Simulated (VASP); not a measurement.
Wanted: the native input for a VASP 6.6.1 run.

```
Task                   : single point
Functional             : PBE
Potentials or basis    : VASP PAW PBE potentials, release 64 (In_d, As)
Cutoff                 : 520 eV
k mesh                 : 8 × 8 × 8
Occupations            : gaussian, width 0.027 eV
Spin                   : no spin polarisation
Dipole correction      : no
Further INCAR settings : ALGO = Normal; EDIFF = 1e-07; NBANDS = 16
```

The structure of InAs lies in POSCAR:

```
InAs
1.0
    0.0000000000      3.0180000000      3.0180000000
    3.0180000000      0.0000000000      3.0180000000
    3.0180000000      3.0180000000      0.0000000000
In As
1 1
Direct
    0.0000000000      0.0000000000      0.0000000000
    0.7500000000      0.7500000000      0.7500000000
```

These files were run (other wordings do the same):

INCAR

```
ALGO = Normal ; EDIFF = 1E-7
ENCUT = 520 ; GGA = PE
ISIF = 2 ; ISMEAR = 0
LASPH = T ; LCHARG = F
LREAL = F ; LWAVE = F
NBANDS = 16 ; NELM = 80
PREC = Accurate ; SIGMA = 0.027000000000000003
```

KPOINTS

```
k-points
0
Gamma
  8 8 8
```

Potentials or basis: VASP PAW PBE potentials, release 64 (In_d, As).

Run with:

```sh
$ cat potpaw_PBE.64/In_d/POTCAR potpaw_PBE.64/As/POTCAR > POTCAR
$ mpirun -np 1 vasp_std > vasp.out
```

It gave:

```
Pressure               : 4.4 GPa
Band gap on the k mesh : zero (filled and empty bands touch)
```

Caveat: spin-orbit coupling is left out, which moves the levels of the heavy elements.

Run time: 44 s on 1 thread of AMD EPYC 7R13, with other jobs on the host, peak memory 0.16 GiB.
